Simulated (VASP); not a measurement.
# CdF2 (Fm-3m) in VASP: notebook

Runs on CdF2. Level: PBEsol. Tasks: elastic constants.

Everything below comes from runs of VASP 6.6.1. Logs are shortened: lines on timing, memory, paths and dates and some standing lists are left out, and cuts for length are marked.

### 1 The cell of the first run

It takes space group Fm-3m (No. 225, cubic). The conventional cell has a = 5.368 Å, b = 5.368 Å, c = 5.368 Å, α = 90.00°, β = 90.00°, γ = 90.00°. Within 3.1 Å of Cd (site symmetry m-3m) lie 8 F at 2.32 Å. F (site symmetry -43m) has 4 Cd at 2.32 Å and 6 F at 2.68 Å within 3.1 Å.

### 2 Elastic constants, PBEsol

The input, INCAR:

```
PREC = Accurate
ENCUT = 600
EDIFF = 1E-8
ISMEAR = 0
SIGMA = 0.01
LREAL = False
LASPH = True
NELM = 80
ALGO = Normal
ISIF = 3
LWAVE = False
LCHARG = False
GGA = PS
NBANDS = 20
IBRION = 6
NFREE = 2
POTIM = 0.015
NSW = 1
```

The input, KPOINTS:

```
Automatic mesh
0
Gamma
  6 6 6
```

The input, POSCAR:

```
CdF2
1.0
    0.0000000000      2.6838709449      2.6838709449
    2.6838709449      0.0000000000      2.6838709449
    2.6838709449      2.6838709449      0.0000000000
Cd F
1 2
Direct
    0.0000000000      0.0000000000      0.0000000000
    0.2500000000      0.2500000000      0.2500000000
    0.7500000000      0.7500000000      0.7500000000
```

Potentials or basis: VASP PAW PBE potentials, release 64 (Cd, F).

Command:

```bash
> cat potpaw_PBE.64/Cd/POTCAR potpaw_PBE.64/F/POTCAR > POTCAR
> mpirun -np 1 vasp_std > vasp.out
```

OUTCAR:

```text
PREC = Accurate
   ENCUT = 600
   EDIFF = 1E-8
   ISMEAR = 0
   LREAL = False
   LASPH = True
   NELM = 80
   ISIF = 3
   GGA = PS
   IBRION = 6
   NFREE = 2
   POTIM = 0.015
   NSW = 1

 ion  position               nearest neighbor table
   1  0.000  0.000  0.000-   3 2.32   3 2.32   3 2.32   2 2.32   2 2.32   2 2.32   3 2.32   2 2.32

   2  0.250  0.250  0.250-   1 2.32   1 2.32   1 2.32   1 2.32
   3  0.750  0.750  0.750-   1 2.32   1 2.32   1 2.32   1 2.32

  LATTYP: Found a face centered cubic cell.
 ALAT       =     5.3677418898

  Lattice vectors:

 A1 = (   0.0000000000,   2.6838709449,   2.6838709449)
 A2 = (   2.6838709449,   0.0000000000,   2.6838709449)
 A3 = (   2.6838709449,   2.6838709449,   0.0000000000)

Analysis of symmetry for initial positions (statically):
=====================================================================
 Subroutine PRICEL returns:
 Original cell was already a primitive cell.

 Routine SETGRP: Setting up the symmetry group for a
 face centered cubic supercell.

 Subroutine GETGRP returns: Found 48 space group operations
 (whereof 48 operations were pure point group operations)
 out of a pool of 48 trial point group operations.

The static configuration has the point symmetry O_h .

Analysis of symmetry for dynamics (positions and initial velocities):
=====================================================================
 Subroutine PRICEL returns:
 Original cell was already a primitive cell.

 Routine SETGRP: Setting up the symmetry group for a
 face centered cubic supercell.

 Subroutine GETGRP returns: Found 48 space group operations
 (whereof 48 operations were pure point group operations)
 out of a pool of 48 trial point group operations.

The dynamic configuration has the point symmetry O_h .

 Subroutine INISYM returns: Found 48 space group operations
 (whereof 48 operations are pure point group operations),
 and found     1 'primitive' translations

----------------------------------------------------------------------------------------

                                     Primitive cell

  volume of cell :      38.6647

  direct lattice vectors                    reciprocal lattice vectors
     0.000000000  2.683870945  2.683870945    -0.186298079  0.186298079  0.186298079
     2.683870945  0.000000000  2.683870945     0.186298079 -0.186298079  0.186298079
     2.683870945  2.683870945  0.000000000     0.186298079  0.186298079 -0.186298079

  length of vectors
     3.795566690  3.795566690  3.795566690     0.322677737  0.322677737  0.322677737

  position of ions in fractional coordinates (direct lattice)
     0.000000000  0.000000000  0.000000000
     0.250000000  0.250000000  0.250000000
     0.750000000  0.750000000  0.750000000

  ion indices of the primitive-cell ions
   primitive index   ion index
                 1           1
                 2           2
                 3           3

----------------------------------------------------------------------------------------

 KPOINTS: Automatic mesh

Automatic generation of k-mesh.
 Grid dimensions read from file:
 generate k-points for:    6    6    6

 Generating k-lattice:

[... 89 lines left out ...]
   NGX = 15   NGY = 15   NGZ = 15

--------------------------------------- Ionic step        1  -------------------------------------------

 number of electron      25.9999980 magnetization

 Free energy of the ion-electron system (eV)
  ---------------------------------------------------
  ext. energy  EPLUGINS =         0.00000000
  ---------------------------------------------------
  free energy    TOTEN  =       -11.59273447 eV

  energy without entropy =      -11.59273447  energy(sigma->0) =      -11.59273447

------------------------ aborting loop because EDIFF is reached ----------------------------------------

  FORCE on cell =-STRESS in cart. coord.  units (eV):
  Direction    XX          YY          ZZ          XY          YZ          ZX
  --------------------------------------------------------------------------------------
  -------------------------------------------------------------------------------------
  Total        0.4026055      0.4026055      0.4026055      0.0000000     -0.0000000      0.0000000
  in kB       16.6830496     16.6830496     16.6830496      0.0000000     -0.0000000      0.0000000
  external PRESSURE =      16.6830496 kB  Pullay stress =       0.0000000 kB
[... 92 lines left out ...]
  FREE ENERGIE OF THE ION-ELECTRON SYSTEM (eV)
  ---------------------------------------------------
  free  energy   TOTEN  =       -11.5814317142 eV

  energy  without entropy=      -11.5814317142  energy(sigma->0) =      -11.58143171

[... ionic steps 4 to 14 ...]

--------------------------------------- Ionic step       15  -------------------------------------------

 number of electron      25.9999984 magnetization

------------------------ aborting loop because EDIFF is reached ----------------------------------------
[... 69 lines left out ...]
--------------------------------------- Ionic step       17  -------------------------------------------

 number of electron      25.9999984 magnetization

 Free energy of the ion-electron system (eV)
  ---------------------------------------------------
  ext. energy  EPLUGINS =         0.00000000
  ---------------------------------------------------
  free energy    TOTEN  =       -11.59219755 eV

  energy without entropy =      -11.59219755  energy(sigma->0) =      -11.59219755

 E-fermi :  -1.3201     XC(G=0): -10.7710

 val. band max:       -1.3796057185   @ k =   0.1667  -0.3333   0.5000
 cond. band min:       1.5833005733   @ k =   0.0000   0.0000   0.0000
 fundamental gap:      2.9629062918
 Fermi energy:        -1.3201470768

 k-point     1 :       0.0000    0.0000    0.0000
  band No.  band energies     occupation
      1     -22.1417      2.00000
      2     -20.9723      2.00000
      3      -7.0364      2.00000
      4      -7.0253      2.00000
      5      -7.0144      2.00000
      6      -5.7226      2.00000
[... 541 lines left out ...]
     19      17.5163      0.00000
     20      19.9498      0.00000

 [... further k-points ...]
[... 5 lines left out ...]
  --------------------------------------------------------------------------------------
  -------------------------------------------------------------------------------------
  Total        0.4059508      0.4044002      0.4044002      0.0000000      0.0363894      0.0000000
  in kB       16.8216699     16.7574174     16.7574174      0.0000000      1.5078942      0.0000000
  external PRESSURE =      16.7788349 kB  Pullay stress =       0.0000000 kB
[... 18 lines left out ...]
  FREE ENERGIE OF THE ION-ELECTRON SYSTEM (eV)
  ---------------------------------------------------
  free  energy   TOTEN  =       -11.5921975522 eV

  energy  without entropy=      -11.5921975522  energy(sigma->0) =      -11.59219755

 INTERNAL STRAIN TENSORS FROM STRAINED CELLS
 ============================================

 INTERNAL STRAIN TENSOR FOR ION    1 for displacements in x,y,z  (eV/Angst):
          X           Y           Z          XY          YZ          ZX
  --------------------------------------------------------------------------------
  x     0.00000    -0.00000    -0.00000     0.00000    -0.00000    -0.00000
  y    -0.00000     0.00000     0.00000     0.00000    -0.00000     0.00000
  z    -0.00000    -0.00000     0.00000     0.00000     0.00000     0.00000

 INTERNAL STRAIN TENSORS FROM DISPLACED ATOMS
 ============================================

 INTERNAL STRAIN TENSOR FOR ION    1 for displacements in x,y,z  (eV/Angst):
          X           Y           Z          XY          YZ          ZX
  --------------------------------------------------------------------------------
  x     0.00000     0.00000     0.00000     0.00000     0.00000     0.00000
  y     0.00000     0.00000     0.00000     0.00000     0.00000     0.00000
  z     0.00000     0.00000     0.00000     0.00000     0.00000     0.00000

 INTERNAL STRAIN TENSOR FOR ION    3 for displacements in x,y,z  (eV/Angst):
          X           Y           Z          XY          YZ          ZX
  --------------------------------------------------------------------------------
  x    -0.00000     0.00000     0.00000     0.00000     2.42416     0.00000
  y     0.00000     0.00000     0.00000     0.00000     0.00000     2.42416
  z     0.00000     0.00000    -0.00000     2.42416     0.00000     0.00000

 Eigenvectors and eigenvalues of the dynamical matrix
 ----------------------------------------------------

   1 f  =    9.330641 THz    58.626147 2PiTHz  311.236688 cm-1    38.588414 meV
             X         Y         Z           dx          dy          dz
      0.000000  0.000000  0.000000    -0.000000    0.000000   -0.000000
      1.341935  1.341935  1.341935     0.174092   -0.685341   -0.000000
      4.025806  4.025806  4.025806    -0.174092    0.685341    0.000000
[... 43 lines left out ...]
   9 f/i=    0.002828 THz     0.017767 2PiTHz    0.094323 cm-1     0.011694 meV
             X         Y         Z           dx          dy          dz
      0.000000  0.000000  0.000000     0.566589   -0.652690    0.000000
      1.341935  1.341935  1.341935     0.233143   -0.268572    0.000000
      4.025806  4.025806  4.025806     0.233143   -0.268572    0.000000

--------------------------------------------------------------------------------------------------------

 ELASTIC MODULI CONTR FROM IONIC RELAXATION (kBar)
 Direction    XX          YY          ZZ          XY          YZ          ZX
 --------------------------------------------------------------------------------
 XX          -0.0000      0.0000      0.0000     -0.0000      0.0000     -0.0000
 YY           0.0000     -0.0000     -0.0000     -0.0000     -0.0000     -0.0000
 ZZ           0.0000     -0.0000     -0.0000      0.0000     -0.0000     -0.0000
 XY          -0.0000     -0.0000      0.0000    -71.9643      0.0000      0.0000
 YZ           0.0000     -0.0000     -0.0000      0.0000    -71.9643      0.0000
 ZX          -0.0000     -0.0000     -0.0000      0.0000      0.0000    -71.9643
 --------------------------------------------------------------------------------

 TOTAL ELASTIC MODULI (kBar)
 Direction    XX          YY          ZZ          XY          YZ          ZX
 --------------------------------------------------------------------------------
 XX        1879.5131    785.7529    785.7529     -0.0000      0.0000     -0.0000
 YY         785.7529   1879.5131    785.7529      0.0000      0.0000     -0.0000
 ZZ         785.7529    785.7529   1879.5131     -0.0000      0.0000     -0.0000
 XY          -0.0000      0.0000     -0.0000    229.1307      0.0000      0.0000
 YZ           0.0000      0.0000      0.0000      0.0000    229.1307      0.0000
 ZX          -0.0000     -0.0000     -0.0000      0.0000      0.0000    229.1307
 --------------------------------------------------------------------------------
```

Run time: 4.5 min. Hardware: 1 thread of AMD EPYC 9R45 (Zen 5), shared host; peak memory 0.22 GiB.

Results:

```yaml
Elastic_constants_C11_C12_C44: 188, 79, 23 GPa
Voigt_bulk_modulus: 115 GPa
Highest_phonon_frequency_at_Γ_LO-TO_splitting_left_out: 311 cm⁻¹
```

Phonon frequencies in cm⁻¹ (negative: imaginary):
| q point | frequencies |
| --- | --- |
| (0.000, 0.000, 0.000) | 0 0 0 233 233 233 311 311 311 |

Elastic tensor in Voigt notation (GPa, in the Cartesian axes of the cell as first typed):
```
188  79  79   0   0   0
 79 188  79   0   0   0
 79  79 188   0   0   0
  0   0   0  23   0   0
  0   0   0   0  23   0
  0   0   0   0   0  23
```

Clamped-ion elastic tensor (GPa):
```
188  79  79   0   0   0
 79 188  79   0   0   0
 79  79 188   0   0   0
  0   0   0  30   0   0
  0   0   0   0  30   0
  0   0   0   0   0  30
```

Caveat: the cell is under stress, which shifts elastic constants; the PAW data sets were made with another functional, which shifts forces and pressure a little.

### 3 Elastic constants, PBEsol

This run uses another cell than the first one, of 13.01 Å³/atom.

The input, INCAR:

```
  PREC = Accurate
  ENCUT = 600
  EDIFF = 1E-8
  ISMEAR = 0
  SIGMA = 0.01
  LREAL = F
  LASPH = T
  NELM = 80
  ALGO = Normal
  ISIF = 3
  LWAVE = F
  LCHARG = T
  GGA = PS
  NBANDS = 20
  IBRION = 6
  NFREE = 2
  POTIM = 0.015
  NSW = 1
```

The input, KPOINTS:

```
regular mesh
0
Gamma
  6 6 6
```

The input, POSCAR:

```
CdF2
1.0
    0.0000000000      2.6921157986      2.6921157986
    2.6921157986      0.0000000000      2.6921157986
    2.6921157986      2.6921157986      0.0000000000
Cd F
1 2
Direct
    0.0000000000      0.0000000000      0.0000000000
    0.2500000000      0.2500000000      0.2500000000
    0.7500000000      0.7500000000      0.7500000000
```

Potentials or basis: VASP PAW PBE potentials, release 64 (Cd, F).

Command:

```bash
> cat potpaw_PBE.64/Cd/POTCAR potpaw_PBE.64/F/POTCAR > POTCAR
> mpirun -np 1 vasp_std > vasp.out
```

Wall time 4.5 min (1 thread of AMD EPYC 9R45 (Zen 5), shared host); peak memory 0.22 GiB.

The run converged. Its results:

```yaml
Elastic_constants_C11_C12_C44: 183, 75, 22 GPa
Voigt_bulk_modulus: 111 GPa
Highest_phonon_frequency_at_Γ_LO-TO_splitting_left_out: 306 cm⁻¹
```

Phonon frequencies in cm⁻¹ (negative: imaginary):
```csv
q point,frequencies
"(0.000, 0.000, 0.000)",0 0 0 227 227 227 306 306 306
```

Elastic tensor in Voigt notation (GPa, in the Cartesian axes of the cell as first typed):
```
183  75  75   0   0   0
 75 183  75   0   0   0
 75  75 183   0   0   0
  0   0   0  22   0   0
  0   0   0   0  22   0
  0   0   0   0   0  22
```

Clamped-ion elastic tensor (GPa):
```
183  75  75   0   0   0
 75 183  75   0   0   0
 75  75 183   0   0   0
  0   0   0  28   0   0
  0   0   0   0  28   0
  0   0   0   0   0  28
```

Caveat: the PAW data sets were made with another functional, which shifts forces and pressure a little.
